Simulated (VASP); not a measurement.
Wanted: the native input for a VASP 6.6.1 run.

```
Task                   : single point
Functional             : PBE
Potentials or basis    : VASP PAW PBE potentials, release 64 (Rb_sv)
Cutoff                 : 520 eV
k mesh                 : 2 × 2 × 2
Occupations            : gaussian, width 0.1 eV
Spin                   : no spin polarisation
Dipole correction      : no
Further INCAR settings : ALGO = Normal; EDIFF = 1e-07; NBANDS = 10
```

The structure of Rb lies in POSCAR:

```
Rb
1.0
    8.4817151298      0.0000000000      0.0000000000
    0.0000000000      8.4817151298      0.0000000000
    0.0000000000      0.0000000000      8.4817151298
Rb
1
Direct
    0.0000000000      0.0000000000      0.0000000000
```

This isn't the form of Rb at room conditions, which is bcc.

This cell differs from its parent crystal: Na replaced by Rb, lengths x 1.195, strained.

These files were run (other wordings do the same):

INCAR

```
SYSTEM = Rb
PREC = Accurate
ENCUT = 520
EDIFF = 1E-7
ISMEAR = 0
SIGMA = 0.1
LREAL = .False.
LASPH = .True.
NELM = 80
ALGO = Normal
ISIF = 2
LWAVE = .False.
LCHARG = .False.
GGA = PE
NBANDS = 10
```

KPOINTS

```
regular mesh
0
Gamma
  2 2 2
  0 0 0
```

Potentials or basis: VASP PAW PBE potentials, release 64 (Rb_sv).

Launch:

```sh
$ cat potpaw_PBE.64/Rb_sv/POTCAR > POTCAR
$ mpirun -np 1 vasp_std > vasp.out
```

Results of the run:

```yaml
Pressure: -0.1 GPa
Band_gap_on_the_k_mesh: zero (an odd number of electrons rules out a gap without spin polarisation)
```

Caveat: the k points lie up to 0.37 Å⁻¹ apart, too coarse for converged energies and pressures of a metal; the cell differs from its parent crystal (Na replaced by Rb, lengths x 1.195, strained).

Wall time 22 s on 1 thread of Intel(R) Xeon(R) 6975P-C (Granite Rapids), with other jobs on the host, peak memory 0.5 GiB.
